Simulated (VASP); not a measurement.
# CsAs3 (Fm-3m) in VASP: a series of runs

The runs below take CsAs3 through single point, relaxation of cell and atoms, with PBE.

Everything below comes from runs of VASP 6.6.1. Logs are shortened: lines on timing, memory, paths and dates and some standing lists are left out, and cuts for length are marked.

## 1. The cell of the first run

The structure is cubic, space group Fm-3m (No. 225). The conventional cell has a = 7.783 Å, b = 7.783 Å, c = 7.783 Å, α = 90.00°, β = 90.00°, γ = 90.00°. Cs (site symmetry m-3m) has 14 As at 3.37 to 3.89 Å within 4.4 Å. Within 4.4 Å of As (site symmetry -43m) lie 4 Cs at 3.37 Å and 10 As at 3.37 to 3.89 Å. Within 4.4 Å of As (site symmetry m-3m) lie 8 As at 3.37 Å and 6 Cs at 3.89 Å.

The cell was generated, and may not be a known phase.

## 2. Single point, PBE

INCAR reads:

```
PREC     = Accurate       # precision mode
ENCUT    = 520            # plane-wave cutoff, eV
EDIFF    = 1E-6           # SCF threshold, eV
ISMEAR   = 0              # smearing method
SIGMA    = 0.1            # smearing width, eV
LREAL    = False          # projectors in reciprocal space
LASPH    = True           # aspherical terms in the spheres
NELM     = 80             # most SCF steps
ALGO     = Fast           # electronic algorithm
ISIF     = 2              # what is computed and relaxed
LWAVE    = False          # write WAVECAR
LCHARG   = False          # write CHGCAR
GGA      = PE             # functional
NBANDS   = 20             # bands
```

KPOINTS reads:

```
Automatic mesh
0
Gamma
  4 4 4
```

POSCAR reads:

```
CsAs3
1.0
    0.0000000000      3.8913287400      3.8913287400
    3.8913287400      0.0000000000      3.8913287400
    3.8913287400      3.8913287400      0.0000000000
Cs As
1 3
Direct
    0.0000000000      0.0000000000      0.0000000000
    0.2500000000      0.2500000000      0.2500000000
    0.7500000000      0.7500000000      0.7500000000
    0.5000000000      0.5000000000      0.5000000000
```

Potentials or basis: VASP PAW PBE potentials, release 64 (Cs_sv, As).

Started as:

```console
$ cat potpaw_PBE.64/Cs_sv/POTCAR potpaw_PBE.64/As/POTCAR > POTCAR
$ mpirun -np 1 vasp_std > vasp.out
```

OUTCAR:

```text
PREC = Accurate
   ENCUT = 520
   EDIFF = 1E-6
   ISMEAR = 0
   LREAL = False
   LASPH = True
   NELM = 80
   ISIF = 2
   GGA = PE

 ion  position               nearest neighbor table
   1  0.000  0.000  0.000-
   2  0.250  0.250  0.250-
   3  0.750  0.750  0.750-
   4  0.500  0.500  0.500-

  LATTYP: Found a face centered cubic cell.
 ALAT       =     7.7826574800

  Lattice vectors:

 A1 = (   0.0000000000,   3.8913287400,   3.8913287400)
 A2 = (   3.8913287400,   0.0000000000,   3.8913287400)
 A3 = (   3.8913287400,   3.8913287400,   0.0000000000)

Analysis of symmetry for initial positions (statically):
=====================================================================
 Subroutine PRICEL returns:
 Original cell was already a primitive cell.

 Routine SETGRP: Setting up the symmetry group for a
 face centered cubic supercell.

 Subroutine GETGRP returns: Found 48 space group operations
 (whereof 48 operations were pure point group operations)
 out of a pool of 48 trial point group operations.

The static configuration has the point symmetry O_h .

Analysis of symmetry for dynamics (positions and initial velocities):
=====================================================================
 Subroutine PRICEL returns:
 Original cell was already a primitive cell.

 Routine SETGRP: Setting up the symmetry group for a
 face centered cubic supercell.

 Subroutine GETGRP returns: Found 48 space group operations
 (whereof 48 operations were pure point group operations)
 out of a pool of 48 trial point group operations.

The dynamic configuration has the point symmetry O_h .

 Subroutine INISYM returns: Found 48 space group operations
 (whereof 48 operations are pure point group operations),
 and found     1 'primitive' translations

----------------------------------------------------------------------------------------

                                     Primitive cell

  volume of cell :     117.8484

  direct lattice vectors                    reciprocal lattice vectors
     0.000000000  3.891328740  3.891328740    -0.128490815  0.128490815  0.128490815
[... 67 lines left out ...]
   ISPIN  =      1    spin polarized calculation?
   LNONCOLLINEAR =      F non collinear calculations
   LSORBIT =      F    spin-orbit coupling
   LASPH  =      T    aspherical Exc in radial PAW
   ENCUT  =  520.0 eV  38.22 Ry    6.18 a.u.  10.23 10.23 10.23*2*pi/ulx,y,z
   NELM   =     80;   NELMIN=  2; NELMDL= -5     # of ELM steps
   EDIFF  = 0.1E-05   stopping-criterion for ELM
   LREAL  =      F    real-space projection
   EDIFFG = 0.1E-04   stopping-criterion for IOM
   NSW    =      0    number of steps for IOM
   IBRION =     -1    ionic relax: 0-MD 1-quasi-New 2-CG
   NFREE  =      0    steps in history (QN), initial steepest desc. (CG)
   ISIF   =      2    stress and relaxation
   ISYM   =      2    0-nonsym 1-usesym 2-fastsym
   POTIM  = 0.5000    time-step for ionic-motion
   TEBEG  =    0.0;   TEEND  =   0.0 temperature during run
   PSTRESS=    0.0 pullay stress
   NELECT =      24.0000    total number of electrons
   NUPDOWN=      -1.0000    fix difference up-down
   EMIN   =  10.00;   EMAX   =-10.00  energy-range for DOS
   EFERMI =   0.00;   METHOD = LEGACY
   ISMEAR =     0;   SIGMA  =   0.10  broadening in eV -4-tet -1-fermi 0-gaus
   EFERMI_NEDOS =   21; number of points for ismear=-14 and -15
   IALGO  =     68    algorithm
   IMIX   =      4    mixing-type and parameters
     AMIX     =   0.40;   BMIX     =  1.00
     AMIX_MAG =   1.60;   BMIX_MAG =  1.00
  volume/ion in A,a.u.               =      29.46       198.82
  Fermi-wavevector in a.u.,A,eV,Ry     =   0.963172  1.820132 12.622137  0.927701
  Thomas-Fermi vector in A             =   2.092695
   LORBIT       =      0    0 simple, 1 ext, 2 COOP (PROOUT), +10 PAW based schemes
   GGA     = PE    functional components
   LHFCALC =     F    Hartree Fock is set to
   AEXX    =    0.0000 exact exchange contribution
   IVDW    =     0    specifies the selected vdW correction
   LEPSILON=     F    determine dielectric tensor
   LRPA    =     F    only Hartree local field effects (RPA)
 non-spin polarized calculation
 RMM-DIIS sequential band-by-band and
 Gauss-broadening in eV      SIGMA  =   0.10
  energy-cutoff  :      520.00
  volume of cell :      117.85
 maximum number of plane-waves:      3218
 NGX is ok and might be reduce to    42
   NGX = 21   NGY = 21   NGZ = 21

 number of electron      24.0000001 magnetization

 Free energy of the ion-electron system (eV)
  ---------------------------------------------------
  ext. energy  EPLUGINS =         0.00000000
  ---------------------------------------------------
  free energy    TOTEN  =       -12.23648115 eV

  energy without entropy =      -12.20737805  energy(sigma->0) =      -12.22192960

 E-fermi :   2.8216     XC(G=0):  -9.2518

 val. band max:        2.7295092616   @ k =   0.5000   0.2500   0.0000
 cond. band min:       2.8564680209   @ k =   0.2500   0.0000   0.0000
 fundamental gap:      0.1269587593
 Fermi energy:         2.8215647303

 k-point     1 :       0.0000    0.0000    0.0000
  band No.  band energies     occupation
      1     -18.1779      2.00000
      2      -8.5225      2.00000
      3      -6.4469      2.00000
      4      -5.7746      2.00000
      5      -5.2131      2.00000
      6      -5.2131      2.00000
[... 173 lines left out ...]
     19       9.3644      0.00000
     20       9.3644      0.00000

------------------------ aborting loop because EDIFF is reached ----------------------------------------

  FORCE on cell =-STRESS in cart. coord.  units (eV):
  Direction    XX          YY          ZZ          XY          YZ          ZX
  --------------------------------------------------------------------------------------
  -------------------------------------------------------------------------------------
  Total       -2.3449807     -2.3449807     -2.3449807      0.0000000     -0.0000000      0.0000000
  in kB      -31.8805711    -31.8805711    -31.8805711      0.0000000     -0.0000000      0.0000000
  external PRESSURE =     -31.8805711 kB  Pullay stress =       0.0000000 kB

 VOLUME and BASIS-vectors are now :
 -----------------------------------------------------------------------------
  energy-cutoff  :      520.00
  volume of cell :      117.85
      direct lattice vectors                 reciprocal lattice vectors
     0.000000000  3.891328740  3.891328740    -0.128490815  0.128490815  0.128490815
     3.891328740  0.000000000  3.891328740     0.128490815 -0.128490815  0.128490815
     3.891328740  3.891328740  0.000000000     0.128490815  0.128490815 -0.128490815

 POSITION                                       TOTAL-FORCE (eV/Angst)
 -----------------------------------------------------------------------------------
      0.00000      0.00000      0.00000         0.000000     -0.000000      0.000000
      1.94566      1.94566      1.94566         0.000000      0.000000      0.000000
      5.83699      5.83699      5.83699        -0.000000      0.000000     -0.000000
      3.89133      3.89133      3.89133         0.000000     -0.000000      0.000000
 -----------------------------------------------------------------------------------
    total drift:                               -0.000000     -0.000000      0.000000

  FREE ENERGIE OF THE ION-ELECTRON SYSTEM (eV)
  ---------------------------------------------------
  free  energy   TOTEN  =       -12.2364811510 eV

  energy  without entropy=      -12.2073780497  energy(sigma->0) =      -12.22192960
```

OSZICAR:

```text
N       E                     dE             d eps       ncg     rms          rms(c)
DAV:   1     0.103116987949E+03    0.10312E+03   -0.98607E+03   320   0.101E+03
DAV:   2    -0.398995677705E+01   -0.10711E+03   -0.10474E+03   464   0.155E+02
DAV:   3    -0.122687566607E+02   -0.82788E+01   -0.82130E+01   376   0.430E+01
DAV:   4    -0.123527760600E+02   -0.84019E-01   -0.83976E-01   376   0.501E+00
DAV:   5    -0.123532453377E+02   -0.46928E-03   -0.46926E-03   388   0.389E-01    0.215E+00
RMM:   6    -0.122689170296E+02    0.84328E-01   -0.20668E-01   323   0.136E+00    0.115E+00
RMM:   7    -0.122388062417E+02    0.30111E-01   -0.23582E-02   344   0.682E-01    0.653E-01
RMM:   8    -0.122377863715E+02    0.10199E-02   -0.25012E-02   348   0.684E-01    0.204E-01
RMM:   9    -0.122367081180E+02    0.10783E-02   -0.37158E-03   363   0.270E-01    0.914E-02
RMM:  10    -0.122366072799E+02    0.10084E-03   -0.44227E-04   374   0.111E-01    0.492E-02
RMM:  11    -0.122364881020E+02    0.11918E-03   -0.82063E-05   364   0.419E-02    0.149E-02
RMM:  12    -0.122364813092E+02    0.67928E-05   -0.13567E-05   358   0.173E-02    0.422E-03
RMM:  13    -0.122364811510E+02    0.15826E-06   -0.31246E-06   308   0.709E-03
   1 F= -.12236481E+02 E0= -.12221930E+02  d E =-.291031E-01
```

Run time: 48 s. Hardware: 1 thread of Oxide Virtual Turin-like, shared host; peak memory 0.22 GiB.

What came out:

```
Free energy            : -12.2365 eV
Pressure               : -3.2 GPa
Band gap on the k mesh : zero (bands 12 and 13 overlap by 2.10 eV)
```

Caveat: the cell stands under tension; spin-orbit coupling is left out, which moves the levels of the heavy elements.

(Part 1 of 2 ends here.)

The gap in the log of VASP goes by the Fermi energy; the results here count the filled bands.